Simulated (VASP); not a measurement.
# GaGe in VASP: notebook

The runs below take GaGe through single point, with PBEsol.

All numbers are computed with VASP 6.6.1; they aren't measurements. Logs are shortened: lines on timing, memory, paths and dates and some standing lists are left out, and cuts for length are marked.

## Step 1: The cell of the first run

The structure is cubic, space group F-43m (No. 216). Conventional cell: a = 5.506 Å, b = 5.506 Å, c = 5.506 Å, α = 90.00°, β = 90.00°, γ = 90.00°. Ga (site symmetry -43m) has 4 Ge at 2.38 Å within 3.1 Å. Ge (site symmetry -43m) has 4 Ga at 2.38 Å within 3.1 Å.

## Step 2: Single point, PBEsol (strain -0.050 along x and y, -0.050 along z)

INCAR reads:

```
PREC = Accurate
ENCUT = 520
EDIFF = 1E-6
ISMEAR = 0
SIGMA = 0.15
LREAL = F
LASPH = T
NELM = 80
ALGO = Normal
ISIF = 2
LWAVE = F
LCHARG = F
GGA = PS
NBANDS = 20
```

KPOINTS reads:

```
Automatic mesh
0
Gamma
  14 14 14
```

POSCAR reads:

```
GaGe
1.0
    0.0000000000      2.7529518000      2.7529518000
    2.7529518000      0.0000000000      2.7529518000
    2.7529518000      2.7529518000      0.0000000000
Ga Ge
1 1
Direct
    0.7500000000      0.7500000000      0.7500000000
    0.0000000000      0.0000000000      0.0000000000
```

Potentials or basis: VASP PAW PBE potentials, release 64 (Ga_d, Ge_d).

Command:

```sh
$ cat potpaw_PBE.64/Ga_d/POTCAR potpaw_PBE.64/Ge_d/POTCAR > POTCAR
$ mpirun -np 1 vasp_std > vasp.out
```

OUTCAR:

```text
PREC = Accurate
   ENCUT = 520
   EDIFF = 1E-6
   ISMEAR = 0
   LREAL = F
   LASPH = T
   NELM = 80
   ISIF = 2
   GGA = PS

 ion  position               nearest neighbor table
   1  0.750  0.750  0.750-   2 2.38   2 2.38   2 2.38   2 2.38
   2  0.000  0.000  0.000-   1 2.38   1 2.38   1 2.38   1 2.38

  LATTYP: Found a face centered cubic cell.
 ALAT       =     5.5059036000

  Lattice vectors:

 A1 = (   0.0000000000,   2.7529518000,   2.7529518000)
 A2 = (   2.7529518000,   0.0000000000,   2.7529518000)
 A3 = (   2.7529518000,   2.7529518000,   0.0000000000)

Analysis of symmetry for initial positions (statically):
=====================================================================
 Subroutine PRICEL returns:
 Original cell was already a primitive cell.

 Routine SETGRP: Setting up the symmetry group for a
 face centered cubic supercell.

 Subroutine GETGRP returns: Found 24 space group operations
 (whereof 24 operations were pure point group operations)
 out of a pool of 48 trial point group operations.

The static configuration has the point symmetry T_d .

Analysis of symmetry for dynamics (positions and initial velocities):
=====================================================================
 Subroutine PRICEL returns:
 Original cell was already a primitive cell.

 Routine SETGRP: Setting up the symmetry group for a
 face centered cubic supercell.

 Subroutine GETGRP returns: Found 24 space group operations
 (whereof 24 operations were pure point group operations)
 out of a pool of 48 trial point group operations.

The dynamic configuration has the point symmetry T_d .

 Subroutine INISYM returns: Found 24 space group operations
 (whereof 24 operations are pure point group operations),
 and found     1 'primitive' translations

----------------------------------------------------------------------------------------

                                     Primitive cell

  volume of cell :      41.7278

  direct lattice vectors                    reciprocal lattice vectors
     0.000000000  2.752951800  2.752951800    -0.181623231  0.181623231  0.181623231
     2.752951800  0.000000000  2.752951800     0.181623231 -0.181623231  0.181623231
     2.752951800  2.752951800  0.000000000     0.181623231  0.181623231 -0.181623231

  length of vectors
     3.893261772  3.893261772  3.893261772     0.314580663  0.314580663  0.314580663

  position of ions in fractional coordinates (direct lattice)
     0.750000000  0.750000000  0.750000000
     0.000000000  0.000000000  0.000000000

  ion indices of the primitive-cell ions
   primitive index   ion index
                 1           1
                 2           2

----------------------------------------------------------------------------------------

 KPOINTS: Automatic mesh

Automatic generation of k-mesh.
 Grid dimensions read from file:
 generate k-points for:   14   14   14

 Generating k-lattice:

  Cartesian coordinates                     Fractional coordinates (reciprocal lattice)
    -0.012973088  0.012973088  0.012973088     0.071428571  0.000000000  0.000000000
     0.012973088 -0.012973088  0.012973088     0.000000000  0.071428571  0.000000000
     0.012973088  0.012973088 -0.012973088     0.000000000  0.000000000  0.071428571

  Length of vectors
     0.022470047  0.022470047  0.022470047

  Shift w.r.t. Gamma in fractional coordinates (k-lattice)
     0.000000000  0.000000000  0.000000000

 Subroutine IBZKPT returns following result:
 ===========================================

 Found    104 irreducible k-points:

 Following reciprocal coordinates:
            Coordinates               Weight
  0.000000  0.000000  0.000000      1.000000
  0.071429  0.000000  0.000000      8.000000
  0.142857  0.000000  0.000000      8.000000
  0.214286  0.000000  0.000000      8.000000
  0.285714  0.000000  0.000000      8.000000
  0.357143  0.000000  0.000000      8.000000
[... 16 lines left out ...]
  0.214286  0.142857  0.000000     24.000000
  0.285714  0.142857  0.000000     24.000000
 [... further k-points ...]
   k-points           NKPTS =    104   k-points in BZ     NKDIM =    104   number of bands    NBANDS=     20
   number of dos      NEDOS =    301   number of ions     NIONS =      2
   total plane-waves  NPLWV =  27000
   dimension x,y,z NGX =    30 NGY =   30 NGZ =   30
   dimension x,y,z NGXF=    60 NGYF=   60 NGZF=   60
   ions per type =               1   1
   NGX,Y,Z   is equivalent  to a cutoff of  12.81, 12.81, 12.81 a.u.
   NGXF,Y,Z  is equivalent  to a cutoff of  25.62, 25.62, 25.62 a.u.
 SYSTEM =  unknown system
   PREC   = accura    normal or accurate (medium, high low for compatibility)
   ISTART =      0    job   : 0-new  1-cont  2-samecut
   ICHARG =      2    charge: 1-file 2-atom 10-const
   ISPIN  =      1    spin polarized calculation?
   LNONCOLLINEAR =      F non collinear calculations
   LSORBIT =      F    spin-orbit coupling
   LASPH  =      T    aspherical Exc in radial PAW
   ENCUT  =  520.0 eV  38.22 Ry    6.18 a.u.   7.24  7.24  7.24*2*pi/ulx,y,z
   NELM   =     80;   NELMIN=  2; NELMDL= -5     # of ELM steps
   EDIFF  = 0.1E-05   stopping-criterion for ELM
   LREAL  =      F    real-space projection
   EDIFFG = 0.1E-04   stopping-criterion for IOM
   NSW    =      0    number of steps for IOM
   IBRION =     -1    ionic relax: 0-MD 1-quasi-New 2-CG
   NFREE  =      0    steps in history (QN), initial steepest desc. (CG)
   ISIF   =      2    stress and relaxation
   ISYM   =      2    0-nonsym 1-usesym 2-fastsym
   POTIM  = 0.5000    time-step for ionic-motion
   TEBEG  =    0.0;   TEEND  =   0.0 temperature during run
   PSTRESS=    0.0 pullay stress
   NELECT =      27.0000    total number of electrons
   NUPDOWN=      -1.0000    fix difference up-down
   EMIN   =  10.00;   EMAX   =-10.00  energy-range for DOS
   EFERMI =   0.00;   METHOD = LEGACY
   ISMEAR =     0;   SIGMA  =   0.15  broadening in eV -4-tet -1-fermi 0-gaus
   EFERMI_NEDOS =   21; number of points for ismear=-14 and -15
   IALGO  =     38    algorithm
   IMIX   =      4    mixing-type and parameters
     AMIX     =   0.40;   BMIX     =  1.00
     AMIX_MAG =   1.60;   BMIX_MAG =  1.00
  volume/ion in A,a.u.               =      20.86       140.80
  Fermi-wavevector in a.u.,A,eV,Ry     =   1.415970  2.675796 27.279299  2.004972
  Thomas-Fermi vector in A             =   2.537353
   LORBIT       =      0    0 simple, 1 ext, 2 COOP (PROOUT), +10 PAW based schemes
   GGA     = PS    functional components
   LHFCALC =     F    Hartree Fock is set to
   AEXX    =    0.0000 exact exchange contribution
   IVDW    =     0    specifies the selected vdW correction
   LEPSILON=     F    determine dielectric tensor
   LRPA    =     F    only Hartree local field effects (RPA)
 non-spin polarized calculation
 Gauss-broadening in eV      SIGMA  =   0.15
  energy-cutoff  :      520.00
  volume of cell :       41.73
 maximum number of plane-waves:      1158
 NGX is ok and might be reduce to    30
   NGX = 15   NGY = 15   NGZ = 15

 number of electron      26.9999989 magnetization

 Free energy of the ion-electron system (eV)
  ---------------------------------------------------
  ext. energy  EPLUGINS =         0.00000000
  ---------------------------------------------------
  free energy    TOTEN  =        -7.82007864 eV

  energy without entropy =       -7.80775109  energy(sigma->0) =       -7.81391487

 E-fermi :   4.1102     XC(G=0): -10.4653

 val. band max:        4.0988201453   @ k =   0.1429   0.0714   0.0000
 cond. band min:       4.1179356018   @ k =  -0.2857   0.0714   0.0000
 fundamental gap:      0.0191154565
 Fermi energy:         4.1102131013

 k-point     1 :       0.0000    0.0000    0.0000
  band No.  band energies     occupation
      1     -19.7535      2.00000
      2     -19.7535      2.00000
      3     -19.7535      2.00000
      4     -19.7219      2.00000
      5     -19.7219      2.00000
      6     -10.2946      2.00000
[... 12 lines left out ...]
     19      12.4019      0.00000
     20      15.6616      0.00000

 k-point     2 :       0.0714    0.0000    0.0000
  band No.  band energies     occupation
      1     -19.7535      2.00000
      2     -19.7533      2.00000
      3     -19.7533      2.00000
      4     -19.7218      2.00000
      5     -19.7218      2.00000
      6     -10.2972      2.00000
[... 12 lines left out ...]
     19      12.8108      0.00000
     20      14.9810      0.00000

 k-point     3 :       0.1429    0.0000    0.0000
  band No.  band energies     occupation
      1     -19.7535      2.00000
      2     -19.7526      2.00000
      3     -19.7526      2.00000
      4     -19.7216      2.00000
      5     -19.7216      2.00000
      6     -10.3044      2.00000
[... 12 lines left out ...]
     19      13.6905      0.00000
     20      14.3305      0.00000

 k-point     4 :       0.2143    0.0000    0.0000
  band No.  band energies     occupation
      1     -19.7535      2.00000
      2     -19.7517      2.00000
      3     -19.7517      2.00000
      4     -19.7213      2.00000
      5     -19.7213      2.00000
      6     -10.3148      2.00000
[... 12 lines left out ...]
     19      13.8841      0.00000
     20      14.1226      0.00000

 k-point     5 :       0.2857    0.0000    0.0000
  band No.  band energies     occupation
      1     -19.7535      2.00000
      2     -19.7507      2.00000
      3     -19.7507      2.00000
      4     -19.7209      2.00000
      5     -19.7209      2.00000
      6     -10.3261      2.00000
[... 12 lines left out ...]
     19      13.7153      0.00000
     20      14.4934      0.00000

 k-point     6 :       0.3571    0.0000    0.0000
  band No.  band energies     occupation
      1     -19.7535      2.00000
      2     -19.7499      2.00000
      3     -19.7499      2.00000
      4     -19.7205      2.00000
      5     -19.7205      2.00000
      6     -10.3362      2.00000
[... 12 lines left out ...]
     19      14.7012      0.00000
     20      15.3798      0.00000

 k-point     7 :       0.4286    0.0000    0.0000
  band No.  band energies     occupation
      1     -19.7535      2.00000
      2     -19.7494      2.00000
      3     -19.7494      2.00000
      4     -19.7201      2.00000
      5     -19.7201      2.00000
      6     -10.3431      2.00000
[... 12 lines left out ...]
     19      16.0573      0.00000
     20      16.5919      0.00000
[... 277 lines left out ...]
 k-point    20 :      -0.1429    0.0714    0.0000
  band No.  band energies     occupation
      1     -19.7536      2.00000
      2     -19.7524      2.00000
      3     -19.7517      2.00000
      4     -19.7219      2.00000
      5     -19.7211      2.00000
      6     -10.3103      2.00000
[... 12 lines left out ...]
     19      13.5988      0.00000
     20      14.0607      0.00000

 k-point    21 :      -0.0714    0.0714    0.0000
  band No.  band energies     occupation
      1     -19.7536      2.00000
      2     -19.7530      2.00000
      3     -19.7526      2.00000
      4     -19.7220      2.00000
      5     -19.7215      2.00000
      6     -10.3020      2.00000
[... 12 lines left out ...]
     19      13.3854      0.00000
     20      14.1351      0.00000

 k-point    22 :       0.1429    0.1429    0.0000
  band No.  band energies     occupation
      1     -19.7547      2.00000
      2     -19.7517      2.00000
      3     -19.7517      2.00000
      4     -19.7225      2.00000
      5     -19.7206      2.00000
      6     -10.3130      2.00000
[... 12 lines left out ...]
     19      12.8861      0.00000
     20      14.2088      0.00000

 k-point    23 :       0.2143    0.1429    0.0000
  band No.  band energies     occupation
      1     -19.7551      2.00000
      2     -19.7508      2.00000
      3     -19.7507      2.00000
      4     -19.7227      2.00000
      5     -19.7200      2.00000
      6     -10.3215      2.00000
[... 12 lines left out ...]
     19      13.1083      0.00000
     20      15.0457      0.00000

 k-point    24 :       0.2857    0.1429    0.0000
  band No.  band energies     occupation
      1     -19.7551      2.00000
      2     -19.7500      2.00000
      3     -19.7497      2.00000
      4     -19.7227      2.00000
      5     -19.7195      2.00000
      6     -10.3302      2.00000
[... 12 lines left out ...]
     19      14.2082      0.00000
     20      15.4627      0.00000

 [... further k-points ...]
[... 5 lines left out ...]
  --------------------------------------------------------------------------------------
  -------------------------------------------------------------------------------------
  Total        1.9567766      1.9567766      1.9567766      0.0000000     -0.0000000      0.0000000
  in kB       75.1321836     75.1321836     75.1321836      0.0000000     -0.0000000      0.0000000
  external PRESSURE =      75.1321836 kB  Pullay stress =       0.0000000 kB

 VOLUME and BASIS-vectors are now :
 -----------------------------------------------------------------------------
  energy-cutoff  :      520.00
  volume of cell :       41.73
      direct lattice vectors                 reciprocal lattice vectors
     0.000000000  2.752951800  2.752951800    -0.181623231  0.181623231  0.181623231
     2.752951800  0.000000000  2.752951800     0.181623231 -0.181623231  0.181623231
     2.752951800  2.752951800  0.000000000     0.181623231  0.181623231 -0.181623231

 POSITION                                       TOTAL-FORCE (eV/Angst)
 -----------------------------------------------------------------------------------
      4.12943      4.12943      4.12943        -0.000000     -0.000000     -0.000000
      0.00000      0.00000      0.00000         0.000000      0.000000      0.000000
 -----------------------------------------------------------------------------------
    total drift:                               -0.000001     -0.000001     -0.000001

  FREE ENERGIE OF THE ION-ELECTRON SYSTEM (eV)
  ---------------------------------------------------
  free  energy   TOTEN  =        -7.8200786390 eV

  energy  without entropy=       -7.8077510932  energy(sigma->0) =       -7.81391487
```

It took 2.6 min on 1 thread of AMD EPYC 7R13, shared host; peak memory 0.2 GiB.

Results:

```yaml
Free_energy: -7.8201 eV
Pressure: 7.5 GPa
```

Caveat: the cell differs from its parent crystal (strain -0.050 along x and y, -0.050 along z); the PAW data sets were made with another functional, which shifts forces and pressure a little.

[end of part 1 of 2]
